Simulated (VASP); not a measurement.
# CaIn3O (Pm-3m) in VASP: notebook

The runs below take CaIn3O through single point, relaxation of cell and atoms, with PBE.

All numbers are computed with VASP 6.6.1; they aren't measurements. Logs are shortened: lines on timing, memory, paths and dates and some standing lists are left out, and cuts for length are marked.

**1. The cell of the first run**

The structure is cubic, space group Pm-3m (No. 221). Conventional cell: a = 4.735 Å, b = 4.735 Å, c = 4.735 Å, α = 90.00°, β = 90.00°, γ = 90.00°. Ca (site symmetry m-3m) has 6 In at 2.37 Å within 3.1 Å. Within 3.1 Å of In (site symmetry 4/mmm) lie 2 Ca at 2.37 Å. Within 4.4 Å of O (site symmetry m-3m) lie 12 In at 3.35 Å and 8 Ca at 4.10 Å.

The cell was generated, and may not be a known phase.

**2. Single point, PBE**

INCAR reads:

```
SYSTEM = CaIn3O
PREC     = Accurate       ! precision mode
ENCUT    = 520            ! plane-wave cutoff, eV
EDIFF    = 1E-6           ! SCF threshold, eV
ISMEAR   = 0              ! smearing method
SIGMA    = 0.1            ! smearing width, eV
LREAL    = .FALSE.        ! projectors in reciprocal space
LASPH    = .TRUE.         ! aspherical terms in the spheres
NELM     = 100            ! most SCF steps
ALGO     = Normal         ! electronic algorithm
ISIF     = 2              ! what is computed and relaxed
LWAVE    = .FALSE.        ! write WAVECAR
LCHARG   = .FALSE.        ! write CHGCAR
GGA      = PE             ! functional
NBANDS   = 36             ! bands
```

KPOINTS reads:

```
regular mesh
0
G
  4 4 4
  0 0 0
```

POSCAR reads:

```
CaIn3O
1.0
    4.7349305800      0.0000000000      0.0000000000
    0.0000000000      4.7349305800      0.0000000000
    0.0000000000      0.0000000000      4.7349305800
Ca In O
1 3 1
Direct
    0.5000000000      0.5000000000      0.5000000000
    0.0000000000      0.5000000000      0.5000000000
    0.5000000000      0.0000000000      0.5000000000
    0.5000000000      0.5000000000      0.0000000000
    0.0000000000      0.0000000000      0.0000000000
```

Potentials or basis: VASP PAW PBE potentials, release 64 (Ca_sv, In_d, O).

On the command line:

```
cat potpaw_PBE.64/Ca_sv/POTCAR potpaw_PBE.64/In_d/POTCAR potpaw_PBE.64/O/POTCAR > POTCAR
mpirun -np 1 vasp_std > vasp.out
```

OUTCAR:

```text
SYSTEM = CaIn3O
   PREC = Accurate
   ENCUT = 520
   EDIFF = 1E-6
   ISMEAR = 0
   LREAL = .FALSE.
   LASPH = .TRUE.
   NELM = 100
   ISIF = 2
   GGA = PE

 ion  position               nearest neighbor table
   1  0.500  0.500  0.500-   2 2.37   3 2.37   4 2.37   4 2.37   3 2.37   2 2.37
   2  0.000  0.500  0.500-   1 2.37   1 2.37   4 3.35   4 3.35   3 3.35   3 3.35   3 3.35   4 3.35
                             4 3.35   3 3.35
   3  0.500  0.000  0.500-   1 2.37   1 2.37   4 3.35   4 3.35   2 3.35   2 3.35   4 3.35   4 3.35
                             2 3.35   2 3.35
   4  0.500  0.500  0.000-   1 2.37   1 2.37   3 3.35   2 3.35   2 3.35   3 3.35   3 3.35   3 3.35
                             2 3.35   2 3.35
   5  0.000  0.000  0.000-

  LATTYP: Found a simple cubic cell.
 ALAT       =     4.7349305800

  Lattice vectors:

 A1 = (   4.7349305800,   0.0000000000,   0.0000000000)
 A2 = (   0.0000000000,   4.7349305800,   0.0000000000)
 A3 = (   0.0000000000,   0.0000000000,   4.7349305800)

Analysis of symmetry for initial positions (statically):
=====================================================================
 Subroutine PRICEL returns:
 Original cell was already a primitive cell.

 Routine SETGRP: Setting up the symmetry group for a
 simple cubic supercell.

 Subroutine GETGRP returns: Found 48 space group operations
 (whereof 48 operations were pure point group operations)
 out of a pool of 48 trial point group operations.

The static configuration has the point symmetry O_h .

Analysis of symmetry for dynamics (positions and initial velocities):
=====================================================================
 Subroutine PRICEL returns:
 Original cell was already a primitive cell.

 Routine SETGRP: Setting up the symmetry group for a
 simple cubic supercell.

 Subroutine GETGRP returns: Found 48 space group operations
 (whereof 48 operations were pure point group operations)
 out of a pool of 48 trial point group operations.

The dynamic configuration has the point symmetry O_h .

 Subroutine INISYM returns: Found 48 space group operations
 (whereof 48 operations are pure point group operations),
 and found     1 'primitive' translations

----------------------------------------------------------------------------------------

                                     Primitive cell

  volume of cell :     106.1551

  direct lattice vectors                    reciprocal lattice vectors
     4.734930580  0.000000000  0.000000000     0.211196338  0.000000000  0.000000000
     0.000000000  4.734930580  0.000000000     0.000000000  0.211196338  0.000000000
     0.000000000  0.000000000  4.734930580     0.000000000  0.000000000  0.211196338

  length of vectors
     4.734930580  4.734930580  4.734930580     0.211196338  0.211196338  0.211196338

  position of ions in fractional coordinates (direct lattice)
     0.500000000  0.500000000  0.500000000
     0.000000000  0.500000000  0.500000000
     0.500000000  0.000000000  0.500000000
     0.500000000  0.500000000  0.000000000
     0.000000000  0.000000000  0.000000000

  ion indices of the primitive-cell ions
   primitive index   ion index
                 1           1
                 2           2
                 3           3
                 4           4
                 5           5

----------------------------------------------------------------------------------------

 KPOINTS: regular mesh

Automatic generation of k-mesh.
 Grid dimensions read from file:
 generate k-points for:    4    4    4

 Generating k-lattice:

  Cartesian coordinates                     Fractional coordinates (reciprocal lattice)
     0.052799085  0.000000000  0.000000000     0.250000000  0.000000000  0.000000000
     0.000000000  0.052799085  0.000000000     0.000000000  0.250000000  0.000000000
     0.000000000  0.000000000  0.052799085     0.000000000  0.000000000  0.250000000

  Length of vectors
     0.052799085  0.052799085  0.052799085

  Shift w.r.t. Gamma in fractional coordinates (k-lattice)
     0.000000000  0.000000000  0.000000000

 Subroutine IBZKPT returns following result:
 ===========================================

 Found     10 irreducible k-points:

 Following reciprocal coordinates:
            Coordinates               Weight
  0.000000  0.000000  0.000000      1.000000
  0.250000  0.000000  0.000000      6.000000
  0.500000  0.000000  0.000000      3.000000
  0.250000  0.250000  0.000000     12.000000
  0.500000  0.250000  0.000000     12.000000
  0.500000  0.500000  0.000000      3.000000
  0.250000  0.250000  0.250000      8.000000
  0.500000  0.250000  0.250000     12.000000
  0.500000  0.500000  0.250000      6.000000
  0.500000  0.500000  0.500000      1.000000
   k-points           NKPTS =     10   k-points in BZ     NKDIM =     10   number of bands    NBANDS=     36
   number of dos      NEDOS =    301   number of ions     NIONS =      5
   total plane-waves  NPLWV =  46656
   dimension x,y,z NGX =    36 NGY =   36 NGZ =   36
   dimension x,y,z NGXF=    72 NGYF=   72 NGZF=   72
   ions per type =               1   3   1
   NGX,Y,Z   is equivalent  to a cutoff of  12.64, 12.64, 12.64 a.u.
   NGXF,Y,Z  is equivalent  to a cutoff of  25.28, 25.28, 25.28 a.u.
 SYSTEM =  CaIn3O
   PREC   = accura    normal or accurate (medium, high low for compatibility)
   ISTART =      0    job   : 0-new  1-cont  2-samecut
   ICHARG =      2    charge: 1-file 2-atom 10-const
   ISPIN  =      1    spin polarized calculation?
   LNONCOLLINEAR =      F non collinear calculations
   LSORBIT =      F    spin-orbit coupling
   LASPH  =      T    aspherical Exc in radial PAW
   ENCUT  =  520.0 eV  38.22 Ry    6.18 a.u.   8.80  8.80  8.80*2*pi/ulx,y,z
   NELM   =    100;   NELMIN=  2; NELMDL= -5     # of ELM steps
   EDIFF  = 0.1E-05   stopping-criterion for ELM
   LREAL  =      F    real-space projection
   EDIFFG = 0.1E-04   stopping-criterion for IOM
   NSW    =      0    number of steps for IOM
   IBRION =     -1    ionic relax: 0-MD 1-quasi-New 2-CG
   NFREE  =      0    steps in history (QN), initial steepest desc. (CG)
   ISIF   =      2    stress and relaxation
   ISYM   =      2    0-nonsym 1-usesym 2-fastsym
   POTIM  = 0.5000    time-step for ionic-motion
   TEBEG  =    0.0;   TEEND  =   0.0 temperature during run
   PSTRESS=    0.0 pullay stress
   NELECT =      55.0000    total number of electrons
   NUPDOWN=      -1.0000    fix difference up-down
   EMIN   =  10.00;   EMAX   =-10.00  energy-range for DOS
   EFERMI =   0.00;   METHOD = LEGACY
   ISMEAR =     0;   SIGMA  =   0.10  broadening in eV -4-tet -1-fermi 0-gaus
   EFERMI_NEDOS =   21; number of points for ismear=-14 and -15
   IALGO  =     38    algorithm
   IMIX   =      4    mixing-type and parameters
     AMIX     =   0.40;   BMIX     =  1.00
     AMIX_MAG =   1.60;   BMIX_MAG =  1.00
  volume/ion in A,a.u.               =      21.23       143.27
  Fermi-wavevector in a.u.,A,eV,Ry     =   1.314868  2.484740 23.522806  1.728878
  Thomas-Fermi vector in A             =   2.445091
   LORBIT       =      0    0 simple, 1 ext, 2 COOP (PROOUT), +10 PAW based schemes
   GGA     = PE    functional components
   LHFCALC =     F    Hartree Fock is set to
   AEXX    =    0.0000 exact exchange contribution
   IVDW    =     0    specifies the selected vdW correction
   LEPSILON=     F    determine dielectric tensor
   LRPA    =     F    only Hartree local field effects (RPA)
 non-spin polarized calculation
 Gauss-broadening in eV      SIGMA  =   0.10
  energy-cutoff  :      520.00
  volume of cell :      106.16
 maximum number of plane-waves:      2897
 NGX is ok and might be reduce to    36
   NGX = 17   NGY = 17   NGZ = 17

 number of electron      55.0000039 magnetization

 Free energy of the ion-electron system (eV)
  ---------------------------------------------------
  ext. energy  EPLUGINS =         0.00000000
  ---------------------------------------------------
  free energy    TOTEN  =        -3.65860659 eV

  energy without entropy =       -3.62656534  energy(sigma->0) =       -3.64258597

 E-fermi :   6.2686     XC(G=0): -10.1498

 val. band max:        6.2266482723   @ k =   0.5000   0.2500   0.0000
 cond. band min:       6.2717448883   @ k =   0.5000   0.5000   0.2500
 fundamental gap:      0.0450966161
 Fermi energy:         6.2685504579

 k-point     1 :       0.0000    0.0000    0.0000
  band No.  band energies     occupation
      1     -34.4980      2.00000
      2     -15.9846      2.00000
      3     -15.9846      2.00000
      4     -15.9846      2.00000
      5      -9.5914      2.00000
      6      -9.3650      2.00000
[... 28 lines left out ...]
     35      10.4328      0.00000
     36      12.5953      0.00000

 k-point     2 :       0.2500    0.0000    0.0000
  band No.  band energies     occupation
      1     -34.4901      2.00000
      2     -16.1844      2.00000
      3     -15.9965      2.00000
      4     -15.9965      2.00000
      5      -9.5657      2.00000
      6      -9.3606      2.00000
[... 28 lines left out ...]
     35      11.6767      0.00000
     36      11.6767      0.00000

 k-point     3 :       0.5000    0.0000    0.0000
  band No.  band energies     occupation
      1     -34.4822      2.00000
      2     -16.3691      2.00000
      3     -16.0084      2.00000
      4     -16.0084      2.00000
      5      -9.5389      2.00000
      6      -9.3564      2.00000
[... 28 lines left out ...]
     35      13.0730      0.00000
     36      13.1826      0.00000

 k-point     4 :       0.2500    0.2500    0.0000
  band No.  band energies     occupation
      1     -34.4822      2.00000
      2     -16.1959      2.00000
      3     -16.1954      2.00000
      4     -16.0084      2.00000
      5      -9.5521      2.00000
      6      -9.3147      2.00000
[... 28 lines left out ...]
     35      11.8030      0.00000
     36      12.1821      0.00000

 k-point     5 :       0.5000    0.2500    0.0000
  band No.  band energies     occupation
      1     -34.4743      2.00000
      2     -16.3797      2.00000
      3     -16.2068      2.00000
      4     -16.0202      2.00000
      5      -9.5388      2.00000
      6      -9.3135      2.00000
[... 28 lines left out ...]
     35      10.9735      0.00000
     36      13.1054      0.00000

 k-point     6 :       0.5000    0.5000    0.0000
  band No.  band energies     occupation
      1     -34.4663      2.00000
      2     -16.3903      2.00000
      3     -16.3903      2.00000
      4     -16.0320      2.00000
      5      -9.5389      2.00000
      6      -9.3094      2.00000
[... 28 lines left out ...]
     35      11.1354      0.00000
     36      13.0568      0.00000

 k-point     7 :       0.2500    0.2500    0.2500
  band No.  band energies     occupation
      1     -34.4743      2.00000
      2     -16.2071      2.00000
      3     -16.2071      2.00000
      4     -16.2063      2.00000
      5      -9.5509      2.00000
      6      -9.2094      2.00000
[... 28 lines left out ...]
     35      11.8775      0.00000
     36      12.0491      0.00000

 k-point     8 :       0.5000    0.2500    0.2500
  band No.  band energies     occupation
      1     -34.4664      2.00000
      2     -16.3904      2.00000
      3     -16.2183      2.00000
      4     -16.2177      2.00000
      5      -9.5507      2.00000
      6      -9.1989      2.00000
[... 28 lines left out ...]
     35      11.7335      0.00000
     36      12.2286      0.00000

 k-point     9 :       0.5000    0.5000    0.2500
  band No.  band energies     occupation
      1     -34.4584      2.00000
      2     -16.4009      2.00000
      3     -16.4009      2.00000
      4     -16.2290      2.00000
      5      -9.5620      2.00000
      6      -9.1075      2.00000
[... 28 lines left out ...]
     35      11.3043      0.00000
     36      13.2639      0.00000

 k-point    10 :       0.5000    0.5000    0.5000
  band No.  band energies     occupation
      1     -34.4505      2.00000
      2     -16.4115      2.00000
      3     -16.4115      2.00000
      4     -16.4115      2.00000
      5      -9.5837      2.00000
      6      -9.0718      2.00000
[... 28 lines left out ...]
     35      11.5894      0.00000
     36      12.4347      0.00000

------------------------ aborting loop because EDIFF is reached ----------------------------------------

  FORCE on cell =-STRESS in cart. coord.  units (eV):
  Direction    XX          YY          ZZ          XY          YZ          ZX
  --------------------------------------------------------------------------------------
  -------------------------------------------------------------------------------------
  Total       22.0106315     22.0106315     22.0106315      0.0000000      0.0000000      0.0000000
  in kB      332.2019959    332.2019959    332.2019959      0.0000000      0.0000000      0.0000000
  external PRESSURE =     332.2019959 kB  Pullay stress =       0.0000000 kB

 VOLUME and BASIS-vectors are now :
 -----------------------------------------------------------------------------
  energy-cutoff  :      520.00
  volume of cell :      106.16
      direct lattice vectors                 reciprocal lattice vectors
     4.734930580  0.000000000  0.000000000     0.211196338  0.000000000  0.000000000
     0.000000000  4.734930580  0.000000000     0.000000000  0.211196338  0.000000000
     0.000000000  0.000000000  4.734930580     0.000000000  0.000000000  0.211196338

 POSITION                                       TOTAL-FORCE (eV/Angst)
 -----------------------------------------------------------------------------------
      2.36747      2.36747      2.36747         0.000000      0.000000      0.000000
      0.00000      2.36747      2.36747         0.000000      0.000000      0.000000
      2.36747      0.00000      2.36747         0.000000      0.000000      0.000000
      2.36747      2.36747      0.00000         0.000000      0.000000      0.000000
      0.00000      0.00000      0.00000         0.000000      0.000000      0.000000
 -----------------------------------------------------------------------------------
    total drift:                                0.000000      0.000000      0.000000

  FREE ENERGIE OF THE ION-ELECTRON SYSTEM (eV)
  ---------------------------------------------------
  free  energy   TOTEN  =        -3.6586065942 eV

  energy  without entropy=       -3.6265653445  energy(sigma->0) =       -3.64258597
```

Wall time 68 s (1 thread of Intel Xeon 8259CL, shared host); peak memory 0.22 GiB.

Results:

| Quantity | Value |
| --- | --- |
| Free energy | -3.6586 eV |
| Pressure | 33.2 GPa |
| Band gap on the k mesh | zero (an odd number of electrons rules out a gap without spin polarisation) |

Levels at points of the mesh, in eV from the Fermi level:
```
           k point  band 24  band 25  band 26  band 27  band 28  band 29  band 30  band 31
(0.00, 0.00, 0.00)    -2.09    -2.09    -2.09     0.69     0.69     0.69     2.65     2.65
(0.50, 0.00, 0.00)    -1.71    -1.71    -0.90     0.12     0.68     0.68     0.69     0.69
(0.50, 0.50, 0.00)    -2.47    -1.33    -0.80    -0.80    -0.52     0.14     0.14     0.51
(0.50, 0.50, 0.50)    -3.37    -3.37    -3.37    -2.29    -0.07    -0.07    -0.07     0.50
```

Caveat: the cell stands under pressure; spin-orbit coupling is left out, which moves the levels of the heavy elements; an odd number of electrons without spin polarisation forces a metal; a magnetic or distorted state may lie lower.

**3. Single point, PBE, collinear spin, ferromagnetic start**

INCAR reads:

```
ALGO = Normal
EDIFF = 1E-6
ENCUT = 520
GGA = PE
ISIF = 2
ISMEAR = 0
ISPIN = 2
LASPH = T
LCHARG = T
LELF = T
LORBIT = 11
LREAL = F
LVHAR = T
LWAVE = F
MAGMOM = 0 0 0 0 1
NBANDS = 40
NELM = 150
PREC = Accurate
SIGMA = 0.1
```

KPOINTS reads:

```
k-points
0
Gamma
  4 4 4
```

POSCAR is that of step 2.

Potentials or basis: VASP PAW PBE potentials, release 64 (Ca_sv, In_d, O).

On the command line:

```
cat potpaw_PBE.64/Ca_sv/POTCAR potpaw_PBE.64/In_d/POTCAR potpaw_PBE.64/O/POTCAR > POTCAR
mpirun -np 1 vasp_std > vasp.out
```

Run time: 3.1 min. Hardware: 1 thread of Intel Xeon 8259CL, shared host; peak memory 0.28 GiB.

The run converged. Its results:

| Item | Value |
| --- | --- |
| Free energy | -3.6922 eV |
| Pressure | 33.1 GPa |
| Net moment | 0.64 μB per cell |
| Site moments | Ca +0.05; In +0.00; O +0.52 μB |
| Valence electrons inside the program's atomic spheres | Ca 9.08; In 11.56; O 4.71 |

Levels at points of the mesh, in eV from the Fermi level:
Spin up:
| k point | band 25 | band 26 | band 27 | band 28 | band 29 | band 30 |
| --- | --- | --- | --- | --- | --- | --- |
| (0.00, 0.00, 0.00) | -2.38 | -2.38 | 0.51 | 0.51 | 0.51 | 2.63 |
| (0.50, 0.00, 0.00) | -2.08 | -1.37 | 0.12 | 0.58 | 0.58 | 0.70 |
| (0.50, 0.50, 0.00) | -1.79 | -1.22 | -1.22 | -0.51 | 0.15 | 0.15 |
| (0.50, 0.50, 0.50) | -3.49 | -3.49 | -2.29 | -0.42 | -0.42 | -0.42 |
Spin down:
```
           k point  band 23  band 24  band 25  band 26  band 27  band 28  band 29  band 30  band 31  band 32
(0.00, 0.00, 0.00)    -3.73    -1.86    -1.86    -1.86     0.90     0.90     0.90     2.69     2.69     2.69
(0.50, 0.00, 0.00)    -3.52    -1.43    -1.43    -0.51     0.15     0.70     0.70     0.84     0.84     2.15
(0.50, 0.50, 0.00)    -4.89    -2.44    -0.95    -0.48    -0.45    -0.45     0.17     0.17     0.54     2.99
(0.50, 0.50, 0.50)    -3.84    -3.27    -3.27    -3.27    -2.25     0.25     0.25     0.25     0.53     0.53
```

Caveat: the cell stands under pressure; a moment this small can come from the mesh or the smearing; spin-orbit coupling is left out, which moves the levels of the heavy elements.

**4. Single point, PBE, collinear spin, ferromagnetic start**

This run uses another cell than the first one, of 43.75 Å³/atom.

INCAR reads:

```
SYSTEM = CaIn3O
PREC = Accurate
ENCUT = 520
EDIFF = 1E-6
ISMEAR = 0
SIGMA = 0.1
LREAL = .False.
LASPH = .True.
NELM = 150
ALGO = Normal
ISIF = 2
LWAVE = .False.
LCHARG = .False.
ISPIN = 2
MAGMOM = 0 0 0 0 1
LORBIT = 11
GGA = PE
NBANDS = 40
```

KPOINTS reads:

```
regular mesh
0
Gamma
  4 4 4
  0 0 0
```

POSCAR, as its differences from that of step 3:

```diff
@@ -2,5 +2,5 @@
 1.0
-    4.7349305800      0.0000000000      0.0000000000
-    0.0000000000      4.7349305800      0.0000000000
-    0.0000000000      0.0000000000      4.7349305800
+    6.0251647607      0.0000000000      0.0000000000
+    0.0000000000      6.0251647607      0.0000000000
+    0.0000000000      0.0000000000      6.0251647607
 Ca In O
```

On the command line:

```
cat potpaw_PBE.64/Ca_sv/POTCAR potpaw_PBE.64/In_d/POTCAR potpaw_PBE.64/O/POTCAR > POTCAR
mpirun -np 1 vasp_std > vasp.out
```

Wall time 8.4 min (1 thread of Intel Xeon 8259CL, shared host); peak memory 0.49 GiB.

Results (log left out):

```
Free energy                                           : -9.6405 eV
Pressure                                              : -0.2 GPa
Net moment                                            : -0.01 μB per cell
Valence electrons inside the program's atomic spheres : Ca 8.22; In 11.27; O 4.67
```

Levels at points of the mesh, in eV from the Fermi level:
Spin up:
```tsv
k point	band 23	band 24	band 25	band 26	band 27	band 28	band 29	band 30	band 31	band 32
(0.00, 0.00, 0.00)	-4.17	-0.81	-0.81	-0.81	0.02	0.02	0.02	2.35	2.35	2.35
(0.50, 0.00, 0.00)	-4.13	-0.44	-0.44	-0.33	-0.26	-0.06	-0.06	0.91	0.91	1.46
(0.50, 0.50, 0.00)	-4.68	-1.14	-0.60	-0.38	-0.38	-0.34	0.50	0.54	0.79	0.79
(0.50, 0.50, 0.50)	-4.56	-2.41	-1.01	-1.01	-1.01	0.25	0.25	0.25	0.52	0.52
```
Spin down:
| k point | band 25 | band 26 | band 27 | band 28 | band 29 | band 30 |
| --- | --- | --- | --- | --- | --- | --- |
| (0.00, 0.00, 0.00) | -0.81 | -0.81 | 0.02 | 0.02 | 0.02 | 2.35 |
| (0.50, 0.00, 0.00) | -0.44 | -0.33 | -0.26 | -0.07 | -0.07 | 0.91 |
| (0.50, 0.50, 0.00) | -0.60 | -0.38 | -0.38 | -0.34 | 0.50 | 0.53 |
| (0.50, 0.50, 0.50) | -1.02 | -1.02 | -1.02 | 0.25 | 0.25 | 0.25 |

Caveat: spin-orbit coupling is left out, which moves the levels of the heavy elements.

(Continued in part 2 of 2.)

The gap in the log of VASP goes by the Fermi energy; the results here count the filled bands.